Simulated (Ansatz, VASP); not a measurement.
# SiC in VASP and in Ansatz

```
Si C
1.0
     0.00000    2.16448    2.16448
     2.16448    0.00000    2.16448
     2.16448    2.16448    0.00000
Si C
1 1
Cartesian
  0.0000 0.0000 0.0000
  1.0822 1.0822 1.0822
```

Alike in both runs: functional LDA; k mesh 12 × 12 × 12; no spin polarisation.

Ansatz relaxed the structure, and its values are those at the end. VASP's run is a single point on that final structure, the one shown.

|  | VASP | Ansatz |
| --- | --- | --- |
| version | VASP 6.6.1 | Ansatz 0.2.0 |
| potentials or method | VASP PAW LDA potentials, release 64 (Si, C), cutoff 600 eV | scalar-relativistic, plane waves, PAW |
| occupations | gaussian, width 0.01 eV | fixed |
| valence electrons in the cell | 8 | 8 |

Ansatz gave:

| Property | Result |
| --- | --- |
| gap on the k mesh at the Fermi level (eV) | 1.30 |
| least direct gap on the mesh (eV) | 4.53 |
| pressure (GPa) | 0.0 |

Q: Estimate VASP's values.

A: gap on the k mesh at the Fermi level (eV): 1.29; least direct gap on the mesh (eV): 4.52; pressure (GPa): 0.3.

LDA's correlation is that of Perdew and Zunger in VASP and of Perdew and Wang (1992) in Ansatz.
